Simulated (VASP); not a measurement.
A run of VASP 6.6.1 is set up as follows.

INCAR

```
PREC = Accurate
ENCUT = 520
EDIFF = 1E-6
ISMEAR = 0
SIGMA = 0.05
LREAL = F
LASPH = T
NELM = 60
ALGO = Normal
ISIF = 2
LWAVE = F
LCHARG = F
GGA = CA
NBANDS = 11
```

File KPOINTS:

```
regular mesh
0
Gamma
  12 12 12
```

POSCAR

```
Ba
1.0
   -2.5100000000      2.5100000000      2.5100000000
    2.5100000000     -2.5100000000      2.5100000000
    2.5100000000      2.5100000000     -2.5100000000
Ba
1
Direct
    0.0000000000      0.0000000000      0.0000000000
```

Potentials or basis: VASP PAW LDA potentials, release 64 (Ba_sv).

Command:

```console
$ cat potpaw_LDA.64/Ba_sv/POTCAR > POTCAR
$ mpirun -np 1 vasp_std > vasp.out
```

Question: What does it give for the pressure?

Answer: -1.3 GPa.

Question: Estimate the band gap on the k mesh.

Answer: Zero (band 5 reaches 1.93 eV, above the bottom of band 6 at 0.89 eV).

Caveat: spin-orbit coupling is left out, which moves the levels of the heavy elements.
